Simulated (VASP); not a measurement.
Runs of VASP 6.6.1 on InP. The structure is that of space group Fm-3m (No. 225), or close to it. The cells are those of the table. 

```tsv
task	cell	k mesh	cutoff (eV)	smearing	gap on the mesh (eV)	pressure (GPa)	relaxed volume (Å³/atom)
single point	a = 3.862 Å, angles 60.0°, 2 atoms	14 × 14 × 14	520	fermi-dirac 0.15 eV	none	0.0	-
single point	a = 3.858 Å, angles 60.0°, 2 atoms	12 × 12 × 12	520	gaussian 0.1 eV	none	0.0	-
single point	a = 3.860, b = 5.459 Å, angles 45.0, 60.0, 90.0°, 2 atoms	9 × 7 × 18	520	gaussian 0.1 eV	none	0.0	-
relaxation of cell and atoms	relaxed from a = 4.038 Å, angles 60.0°, 2 atoms	12 × 12 × 12	600	gaussian 0.1 eV	none	0.0	20.33
single point	a = 3.836 Å, angles 60.0°, 2 atoms	14 × 14 × 14	520	fermi-dirac 0.15 eV	none	1.8	-
single point	a = 3.860 Å, angles 60.0°, 2 atoms	14 × 14 × 14	520	gaussian 0.1 eV	none	0.0	-
single point	a = 3.860 Å, angles 60.0, 60.0, 90.0°, 2 atoms	9 × 9 × 13	520	gaussian 0.1 eV	none	0.0	-
single point	a = 3.860 Å, angles 90.0, 60.0, 120.0°, 2 atoms	9 × 9 × 11	520	gaussian 0.1 eV	none	0.0	-
relaxation of cell and atoms	relaxed from a = 3.858 Å, angles 60.0°, 2 atoms	14 × 14 × 14	600	gaussian 0.1 eV	none	0.0	20.36
single point	a = 3.888 Å, angles 60.0°, 2 atoms	14 × 14 × 14	520	fermi-dirac 0.15 eV	none	(a)	-
```

Alike in all rows: level PBEsol; potentials or basis VASP PAW PBE potentials, release 64 (In_d, P); no spin polarisation.

Estimate the missing entries.

(a) -1.6.

Caveats: the PAW data sets were made with another functional, which shifts forces and pressure a little; spin-orbit coupling is left out, which moves the levels of the heavy elements; the volume moved by -13 % from the deposited cell, more than functionals usually miss (some runs).

A k mesh can miss the band edges, and the runs leave out spin-orbit coupling on In.

A gap of «none» marks levels without a gap at the run's occupations.
